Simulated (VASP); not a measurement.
# Cs3C (Fm-3m) in VASP: single point with PBE

Aim: the single point of Cs3C with PBE.

All numbers are computed with VASP 6.6.1; they aren't measurements. Logs are shortened: lines on timing, memory, paths and dates and some standing lists are left out, and cuts for length are marked.

### 1 The cell of the first run

It takes space group Fm-3m (No. 225, cubic). Conventional cell: a = 8.754 Å, b = 8.754 Å, c = 8.754 Å, α = 90.00°, β = 90.00°, γ = 90.00°. Within 5.0 Å of Cs (site symmetry -43m) lie 10 Cs at 3.79 to 4.38 Å and 4 C at 3.79 Å. Within 5.0 Å of Cs (site symmetry m-3m) lie 8 Cs at 3.79 Å and 6 C at 4.38 Å. C (site symmetry m-3m) has 14 Cs at 3.79 to 4.38 Å within 5.0 Å.

The cell was built from a structure type or drawn by symmetry, and may not be a known phase.

### 2 Single point, PBE, collinear spin

Input file INCAR:

```
  PREC = Accurate
  ENCUT = 600
  EDIFF = 1E-6
  ISMEAR = 0
  SIGMA = 0.1
  LREAL = False
  LASPH = True
  NELM = 200
  ALGO = Normal
  ISIF = 2
  LWAVE = False
  LCHARG = False
  ISPIN = 2
  MAGMOM = 0 0 0 1.3
  LORBIT = 11
  GGA = PE
  NBANDS = 28
  GGA_COMPAT = False
```

Input file KPOINTS:

```
Automatic mesh
0
Gamma
  10 10 10
```

Input file POSCAR:

```
Cs3C
1.0
    0.0000000000      4.3768895334      4.3768895334
    4.3768895334      0.0000000000      4.3768895334
    4.3768895334      4.3768895334      0.0000000000
Cs C
3 1
Direct
    0.2500000000      0.2500000000      0.2500000000
    0.7500000000      0.7500000000      0.7500000000
    0.5000000000      0.5000000000      0.5000000000
    0.0000000000      0.0000000000      0.0000000000
```

Potentials or basis: VASP PAW PBE potentials, release 64 (Cs_sv, C).

Launch:

```console
$ cat potpaw_PBE.64/Cs_sv/POTCAR potpaw_PBE.64/C/POTCAR > POTCAR
$ mpirun -np 1 vasp_std > vasp.out
```

OUTCAR:

```text
PREC = Accurate
   ENCUT = 600
   EDIFF = 1E-6
   ISMEAR = 0
   LREAL = False
   LASPH = True
   NELM = 200
   ISIF = 2
   ISPIN = 2
   LORBIT = 11
   GGA = PE

 ion  position               nearest neighbor table
   1  0.250  0.250  0.250-
   2  0.750  0.750  0.750-
   3  0.500  0.500  0.500-
   4  0.000  0.000  0.000-

  LATTYP: Found a face centered cubic cell.
 ALAT       =     8.7537790668

  Lattice vectors:

 A1 = (   0.0000000000,   4.3768895334,   4.3768895334)
 A2 = (   4.3768895334,   0.0000000000,   4.3768895334)
 A3 = (   4.3768895334,   4.3768895334,   0.0000000000)

Analysis of symmetry for initial positions (statically):
=====================================================================
 Subroutine PRICEL returns:
 Original cell was already a primitive cell.

 Routine SETGRP: Setting up the symmetry group for a
 face centered cubic supercell.

 Subroutine GETGRP returns: Found 48 space group operations
 (whereof 48 operations were pure point group operations)
 out of a pool of 48 trial point group operations.

The static configuration has the point symmetry O_h .

Analysis of symmetry for dynamics (positions and initial velocities):
=====================================================================
 Subroutine PRICEL returns:
 Original cell was already a primitive cell.

 Routine SETGRP: Setting up the symmetry group for a
 face centered cubic supercell.

 Subroutine GETGRP returns: Found 48 space group operations
 (whereof 48 operations were pure point group operations)
 out of a pool of 48 trial point group operations.

The dynamic configuration has the point symmetry O_h .

Analysis of structural, dynamic, and magnetic symmetry:
=====================================================================
 Subroutine PRICEL returns:
 Original cell was already a primitive cell.

 Routine SETGRP: Setting up the symmetry group for a
 face centered cubic supercell.

 Subroutine GETGRP returns: Found 48 space group operations
 (whereof 48 operations were pure point group operations)
 out of a pool of 48 trial point group operations.

The overall configuration has the point symmetry O_h .

 Subroutine INISYM returns: Found 48 space group operations
 (whereof 48 operations are pure point group operations),
 and found     1 'primitive' translations

[... 124 lines left out ...]
   LHFCALC =     F    Hartree Fock is set to
   AEXX    =    0.0000 exact exchange contribution
   IVDW    =     0    specifies the selected vdW correction
   LEPSILON=     F    determine dielectric tensor
   LRPA    =     F    only Hartree local field effects (RPA)
 spin polarized calculation
 Gauss-broadening in eV      SIGMA  =   0.10
  energy-cutoff  :      600.00
  volume of cell :      167.70
 maximum number of plane-waves:      5654
 NGX is ok and might be reduce to    50
   NGX = 25   NGY = 25   NGZ = 25

 number of electron      30.9999999 magnetization       1.0040064

 Free energy of the ion-electron system (eV)
  ---------------------------------------------------
  ext. energy  EPLUGINS =         0.00000000
  ---------------------------------------------------
  free energy    TOTEN  =        -6.10438193 eV

  energy without entropy =       -6.08476646  energy(sigma->0) =       -6.09457420

 E-fermi :   2.8731     XC(G=0):  -8.0047

 val. band max:        2.8709556136   @ k =   0.5000   0.2000   0.1000
 cond. band min:       2.8741694044   @ k =  -0.4000   0.4000   0.0000
 fundamental gap:      0.0032137907
 Fermi energy:         2.8730766718

 spin component 1

 k-point     1 :       0.0000    0.0000    0.0000
  band No.  band energies     occupation
      1     -21.4863      1.00000
      2     -20.6392      1.00000
      3     -20.6009      1.00000
      4      -8.5059      1.00000
      5      -8.5059      1.00000
      6      -8.5059      1.00000
[... 709 lines left out ...]
     26       7.1426      0.00000
     27       7.9069      0.00000

 [... further k-points ...]

 spin component 2

 k-point     1 :       0.0000    0.0000    0.0000
  band No.  band energies     occupation
      1     -21.5057      1.00000
      2     -20.6441      1.00000
      3     -20.6040      1.00000
      4      -8.5433      1.00000
      5      -8.5433      1.00000
      6      -8.5433      1.00000
[... 709 lines left out ...]
     26       7.0775      0.00000
     27       7.8620      0.00000

 [... further k-points ...]

 [bands above 27 left out]

------------------------ aborting loop because EDIFF is reached ----------------------------------------

  FORCE on cell =-STRESS in cart. coord.  units (eV):
  Direction    XX          YY          ZZ          XY          YZ          ZX
  --------------------------------------------------------------------------------------
  -------------------------------------------------------------------------------------
  Total        0.0362252      0.0362252      0.0362252     -0.0000000      0.0000000      0.0000000
  in kB        0.3460946      0.3460946      0.3460946     -0.0000000      0.0000000      0.0000000
  external PRESSURE =       0.3460946 kB  Pullay stress =       0.0000000 kB

 VOLUME and BASIS-vectors are now :
 -----------------------------------------------------------------------------
  energy-cutoff  :      600.00
  volume of cell :      167.70
      direct lattice vectors                 reciprocal lattice vectors
     0.000000000  4.376889533  4.376889533    -0.114236376  0.114236376  0.114236376
     4.376889533  0.000000000  4.376889533     0.114236376 -0.114236376  0.114236376
     4.376889533  4.376889533  0.000000000     0.114236376  0.114236376 -0.114236376

 POSITION                                       TOTAL-FORCE (eV/Angst)
 -----------------------------------------------------------------------------------
      2.18844      2.18844      2.18844         0.000000     -0.000000      0.000000
      6.56533      6.56533      6.56533        -0.000000     -0.000000      0.000000
      4.37689      4.37689      4.37689        -0.000000      0.000000     -0.000000
      0.00000      0.00000      0.00000        -0.000000      0.000000     -0.000000
 -----------------------------------------------------------------------------------
    total drift:                               -0.000000      0.000000      0.000000

  FREE ENERGIE OF THE ION-ELECTRON SYSTEM (eV)
  ---------------------------------------------------
  free  energy   TOTEN  =        -6.1043819304 eV

  energy  without entropy=       -6.0847664610  energy(sigma->0) =       -6.09457420

 total charge

# of ion       s       p       d       tot
------------------------------------------
    1        1.849   4.655   0.066   6.569
    2        1.849   4.655   0.066   6.569
    3        1.841   4.667   0.077   6.585
    4        0.946   1.086   0.000   2.032
--------------------------------------------------
tot          6.485  15.062   0.208  21.755

 magnetization (x)

# of ion       s       p       d       tot
------------------------------------------
    1       -0.005   0.011  -0.005   0.000
    2       -0.005   0.011  -0.005   0.000
    3       -0.005   0.005  -0.018  -0.019
    4        0.022   0.487   0.000   0.509
--------------------------------------------------
tot          0.006   0.513  -0.029   0.491
```

stdout:

```text
POSCAR found type information on POSCAR CsC
 POSCAR found :  2 types and       4 ions
 scaLAPACK will be used
 LDA part: xc-table for (Slater+PW92), standard interpolation
 POSCAR, INCAR and KPOINTS ok, starting setup
 FFT: planning ... GRIDC
 FFT: planning ... GRID_SOFT
 FFT: planning ... GRID
 WAVECAR not read
 entering main loop
```

Run time: 18 min. Hardware: 1 thread of Intel Xeon 8259CL, shared host; peak memory 0.69 GiB.

What came out:

```yaml
Free_energy: -6.1044 eV
Pressure: 0.0 GPa
Band_gap_on_the_k_mesh: zero (filled and empty bands overlap)
Net_moment: 1.00 μB per cell
Site_moments: Cs +0.00, -0.02 (each value once); C +0.51 μB
Valence_electrons_inside_the_program's_atomic_spheres: Cs 6.57, 6.58 (each value once); C 2.03
```

Levels at points of the mesh, in eV from the Fermi level:
Spin up:
```csv
k point,band 14,band 15,band 16,band 17,band 18,band 19
"(0.00, 0.00, 0.00)",-0.81,-0.81,-0.81,-0.21,0.37,0.37
"(0.50, 0.00, 0.00)",-1.01,-0.90,-0.90,1.70,1.94,1.94
"(0.50, 0.50, 0.00)",-1.05,-0.49,-0.49,0.51,0.78,1.78
```
Spin down:
```
           k point  band 13  band 14  band 15  band 16  band 17  band 18
(0.00, 0.00, 0.00)    -7.12    -0.21     0.00     0.00     0.00     0.25
(0.50, 0.00, 0.00)    -6.98    -0.43    -0.20    -0.20     1.59     1.83
(0.50, 0.50, 0.00)    -6.98    -0.42     0.38     0.48     0.48     0.75
```

Caveat: spin-orbit coupling is left out, which moves the levels of the heavy elements.
